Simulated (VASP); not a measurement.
# MgO2 (R-3m) in VASP: single point with LDA

Aim: the single point of MgO2 with LDA.

Everything below comes from runs of VASP 6.6.1. Logs are shortened: lines on timing, memory, paths and dates and some standing lists are left out, and cuts for length are marked.

## 1. The cell of the first run

The structure is trigonal, space group R-3m (No. 166). Conventional cell: a = 3.206 Å, b = 3.206 Å, c = 10.461 Å, α = 90.00°, β = 90.00°, γ = 120.00°. Within 2.8 Å of Mg (site symmetry -3m) lie 6 O at 2.10 Å. O (site symmetry 3m) has 1 O at 1.49 Å within 2.0 Å.

## 2. Single point, LDA

Input file POSCAR:

```
MgO2
1.0
    1.6028500343      0.9254058988      3.4870273903
   -1.6028500343      0.9254058988      3.4870273903
    0.0000000000     -1.8508117976      3.4870273903
Mg O
1 2
Direct
    0.0000000000      0.0000000000      0.0000000000
    0.4288490066      0.4288490066      0.4288490066
    0.5711509934      0.5711509934      0.5711509934
```

Input file INCAR.step1:

```
SYSTEM = MgO2
ALGO     = Normal         ! electronic algorithm
EDIFF    = 1E-6           ! SCF threshold, eV
ENCUT    = 520            ! plane-wave cutoff, eV
ISIF     = 2              ! what is computed and relaxed
ISMEAR   = 0              ! smearing method
LASPH    = .TRUE.         ! aspherical terms in the spheres
LCHARG   = .TRUE.         ! write CHGCAR
LREAL    = .FALSE.        ! projectors in reciprocal space
LWAVE    = .FALSE.        ! write WAVECAR
NBANDS   = 14             ! bands
NELM     = 100            ! most SCF steps
PREC     = Accurate       ! precision mode
SIGMA    = 0.02           ! smearing width, eV
```

Input file KPOINTS.step1:

```
k-points
0
G
  12 12 12
  0 0 0
```

Input file INCAR.step2:

```
SYSTEM = MgO2
ALGO     = Normal         ! electronic algorithm
EDIFF    = 1E-6           ! SCF threshold, eV
ENCUT    = 520            ! plane-wave cutoff, eV
ICHARG   = 11             ! starting density
ISIF     = 2              ! what is computed and relaxed
ISMEAR   = -5             ! smearing method
LASPH    = .TRUE.         ! aspherical terms in the spheres
LCHARG   = .FALSE.        ! write CHGCAR
LORBIT   = 11             ! projections on sites
LREAL    = .FALSE.        ! projectors in reciprocal space
LWAVE    = .FALSE.        ! write WAVECAR
NBANDS   = 14             ! bands
NEDOS    = 1001           ! points of the DOS
NELM     = 100            ! most SCF steps
PREC     = Accurate       ! precision mode
SIGMA    = 0.02           ! smearing width, eV
```

Input file KPOINTS.step2:

```
k-points
0
G
  18 18 18
  0 0 0
```

Potentials or basis: VASP PAW LDA potentials, release 64 (Mg, O).

Launch:

```sh
cat potpaw_LDA.64/Mg/POTCAR potpaw_LDA.64/O/POTCAR > POTCAR
cp INCAR.step1 INCAR
cp KPOINTS.step1 KPOINTS
mpirun -np 1 vasp_std > vasp.out
cp INCAR.step2 INCAR
cp KPOINTS.step2 KPOINTS
mpirun -np 1 vasp_std > vasp.out
```

OUTCAR:

```text
SYSTEM = MgO2
   EDIFF = 1E-6
   ENCUT = 520
   ICHARG = 11
   ISIF = 2
   ISMEAR = -5
   LASPH = .TRUE.
   LORBIT = 11
   LREAL = .FALSE.
   NELM = 100
   PREC = Accurate

 ion  position               nearest neighbor table
   1  0.000  0.000  0.000-   3 2.10   3 2.10   2 2.10   2 2.10   3 2.10   2 2.10
   2  0.429  0.429  0.429-   3 1.49   1 2.10   1 2.10   1 2.10
   3  0.571  0.571  0.571-   2 1.49   1 2.10   1 2.10   1 2.10

  LATTYP: Found a trigonal (rhomboedric) cell.
 ALAT       =     3.9477670056
 COS(alpha) =     0.6703047036

  Lattice vectors:

 A1 = (   1.6028500343,   0.9254058988,   3.4870273903)
 A2 = (  -1.6028500343,   0.9254058988,   3.4870273903)
 A3 = (   0.0000000000,  -1.8508117976,   3.4870273903)

Analysis of symmetry for initial positions (statically):
=====================================================================
 Subroutine PRICEL returns:
 Original cell was already a primitive cell.

 Routine SETGRP: Setting up the symmetry group for a
 trigonal (rhombohedral) supercell.

 Subroutine GETGRP returns: Found 12 space group operations
 (whereof 12 operations were pure point group operations)
 out of a pool of 12 trial point group operations.

The static configuration has the point symmetry D_3d.

Analysis of symmetry for dynamics (positions and initial velocities):
=====================================================================
 Subroutine PRICEL returns:
 Original cell was already a primitive cell.

 Routine SETGRP: Setting up the symmetry group for a
 trigonal (rhombohedral) supercell.

 Subroutine GETGRP returns: Found 12 space group operations
 (whereof 12 operations were pure point group operations)
 out of a pool of 12 trial point group operations.

The dynamic configuration has the point symmetry D_3d.

 Subroutine INISYM returns: Found 12 space group operations
 (whereof 12 operations are pure point group operations),
 and found     1 'primitive' translations

----------------------------------------------------------------------------------------

                                     Primitive cell

  volume of cell :      31.0336

  direct lattice vectors                    reciprocal lattice vectors
     1.602850034  0.925405899  3.487027390     0.311944342  0.180101150  0.095592405
    -1.602850034  0.925405899  3.487027390    -0.311944342  0.180101150  0.095592405
     0.000000000 -1.850811798  3.487027390     0.000000000 -0.360202300  0.095592405

  length of vectors
     3.947767006  3.947767006  3.947767006     0.372670907  0.372670907  0.372670907

  position of ions in fractional coordinates (direct lattice)
     0.000000000  0.000000000  0.000000000
     0.428849007  0.428849007  0.428849007
     0.571150993  0.571150993  0.571150993

  ion indices of the primitive-cell ions
   primitive index   ion index
[... 102 lines left out ...]
   GGA     = CA    functional components
   LHFCALC =     F    Hartree Fock is set to
   AEXX    =    0.0000 exact exchange contribution
   IVDW    =     0    specifies the selected vdW correction
   LEPSILON=     F    determine dielectric tensor
   LRPA    =     F    only Hartree local field effects (RPA)
 non-spin polarized calculation
 Fermi weights with tetrahedron method with Bloechl corrections
  energy-cutoff  :      520.00
  volume of cell :       31.03
 maximum number of plane-waves:       850
 NGX is ok and might be reduce to    30

 number of electron      14.0000001 magnetization

 Free energy of the ion-electron system (eV)
  ---------------------------------------------------
  ext. energy  EPLUGINS =         0.00000000
  ---------------------------------------------------
  free energy    TOTEN  =       -18.48837757 eV

  energy without entropy =      -18.48837757  energy(sigma->0) =      -18.48837757

 E-fermi :   2.4213     XC(G=0): -10.8208

 val. band max:        2.4213427459   @ k =   0.5000   0.5000   0.5000
 cond. band min:       4.6245621313   @ k =   0.5000   0.5000   0.5000
 fundamental gap:      2.2032193854
 Fermi energy:         2.4213411034

 k-point     1 :       0.0000    0.0000    0.0000
  band No.  band energies     occupation
      1     -18.7172      2.00000
      2     -11.7852      2.00000
      3      -5.3844      2.00000
      4      -0.9365      2.00000
      5      -0.9365      2.00000
      6       1.6018      2.00000
      7       1.6018      2.00000
      8       6.7756      0.00000
      9       7.1272      0.00000
     10      14.2753      0.00000
     11      16.0593      0.00000
     12      16.9186      0.00000
     13      16.9186      0.00000
     14      18.6279      0.00000
[... 377 lines left out ...]
      1     -18.4712      2.00000
      2     -11.8983      2.00000
      3      -5.0535      2.00000
      4      -2.2485      2.00000
      5      -1.1716      2.00000
      6       1.1902      2.00000
      7       1.4042      2.00000
      8       6.9493      0.00000
      9       8.8203      0.00000
     10      13.8920      0.00000
     11      14.9414      0.00000
     12      16.3204      0.00000
     13      16.7844      0.00000
     14      18.5290      0.00000

 [... further k-points ...]

------------------------ aborting loop because EDIFF is reached ----------------------------------------

  FORCE on cell =-STRESS in cart. coord.  units (eV):
  Direction    XX          YY          ZZ          XY          YZ          ZX
  --------------------------------------------------------------------------------------
  -------------------------------------------------------------------------------------
  Total       -1.8853574     -1.8853574     -2.1577766      0.0000000      0.0000000     -0.0000000
  in kB      -97.3357799    -97.3357799   -111.4000256      0.0000000      0.0000000     -0.0000000
  external PRESSURE =    -102.0238618 kB  Pullay stress =       0.0000000 kB

 VOLUME and BASIS-vectors are now :
 -----------------------------------------------------------------------------
  energy-cutoff  :      520.00
  volume of cell :       31.03
      direct lattice vectors                 reciprocal lattice vectors
     1.602850034  0.925405899  3.487027390     0.311944342  0.180101150  0.095592405
    -1.602850034  0.925405899  3.487027390    -0.311944342  0.180101150  0.095592405
     0.000000000 -1.850811798  3.487027390     0.000000000 -0.360202300  0.095592405

 POSITION                                       TOTAL-FORCE (eV/Angst)
 -----------------------------------------------------------------------------------
      0.00000      0.00000      0.00000        -0.000000      0.000000     -0.000000
      0.00000      0.00000      4.48622         0.000000     -0.000000      0.123650
      0.00000      0.00000      5.97486         0.000000      0.000000     -0.123650
 -----------------------------------------------------------------------------------
    total drift:                                0.000000      0.000000     -0.000000

  FREE ENERGIE OF THE ION-ELECTRON SYSTEM (eV)
  ---------------------------------------------------
  free  energy   TOTEN  =       -18.4883775678 eV

  energy  without entropy=      -18.4883775678  energy(sigma->0) =      -18.48837757

 total charge

# of ion       s       p       d       tot
------------------------------------------
    1        0.147   0.169   0.068   0.384
    2        1.552   3.387   0.000   4.939
    3        1.552   3.387   0.000   4.939
--------------------------------------------------
tot          3.250   6.943   0.068  10.261
```

OSZICAR.step1:

```text
N       E                     dE             d eps       ncg     rms          rms(c)
DAV:   1     0.431859861400E+02    0.43186E+02   -0.76737E+03  5852   0.914E+02
DAV:   2    -0.177846977992E+02   -0.60971E+02   -0.56730E+02  6824   0.193E+02
DAV:   3    -0.199850140487E+02   -0.22003E+01   -0.21951E+01  6174   0.353E+01
DAV:   4    -0.199932364900E+02   -0.82224E-02   -0.82222E-02  6354   0.246E+00
DAV:   5    -0.199932761494E+02   -0.39659E-04   -0.39659E-04  6294   0.157E-01    0.828E+00
DAV:   6    -0.186697959530E+02    0.13235E+01   -0.19735E+00  5568   0.118E+01    0.348E+00
DAV:   7    -0.185178884856E+02    0.15191E+00   -0.16111E-01  5862   0.349E+00    0.166E+00
DAV:   8    -0.184886932105E+02    0.29195E-01   -0.60194E-02  6012   0.220E+00    0.235E-01
DAV:   9    -0.184884693655E+02    0.22384E-03   -0.10378E-02  5766   0.733E-01    0.936E-02
DAV:  10    -0.184883734434E+02    0.95922E-04   -0.52682E-04  6096   0.210E-01    0.337E-02
DAV:  11    -0.184883719892E+02    0.14541E-05   -0.26970E-05  6312   0.453E-02    0.752E-03
DAV:  12    -0.184883723142E+02   -0.32496E-06   -0.22927E-06  6000   0.122E-02
   1 F= -.18488372E+02 E0= -.18488372E+02  d E =-.512400E-21
```

It took 4.5 min on 1 thread of Intel Xeon Platinum 8259CL at 2.50GHz (Skylake/Cascade Lake), shared host; peak memory 0.35 GiB.

What came out:

| Item | Value |
| --- | --- |
| Valence electrons inside the program's atomic spheres | Mg 0.38; O 4.94 |

Levels at points of the mesh, in eV from the valence-band top:
| k point | band 3 | band 4 | band 5 | band 6 | band 7 | band 8 | band 9 | band 10 | band 11 | band 12 |
| --- | --- | --- | --- | --- | --- | --- | --- | --- | --- | --- |
| (0.00, 0.00, 0.00) | -7.81 | -3.36 | -3.36 | -0.82 | -0.82 | 4.35 | 4.71 | 11.85 | 13.64 | 14.50 |
| (0.50, 0.00, 0.00) | -6.77 | -6.14 | -3.70 | -1.28 | -1.14 | 4.05 | 8.35 | 9.94 | 12.26 | 13.76 |
| (0.50, 0.50, 0.00) | -6.11 | -5.46 | -4.39 | -2.20 | -0.13 | 3.41 | 7.49 | 10.73 | 12.11 | 12.51 |
| (0.50, 0.50, 0.50) | -4.98 | -3.88 | -3.88 | 0.00 | 0.00 | 2.20 | 4.68 | 9.17 | 13.86 | 13.86 |
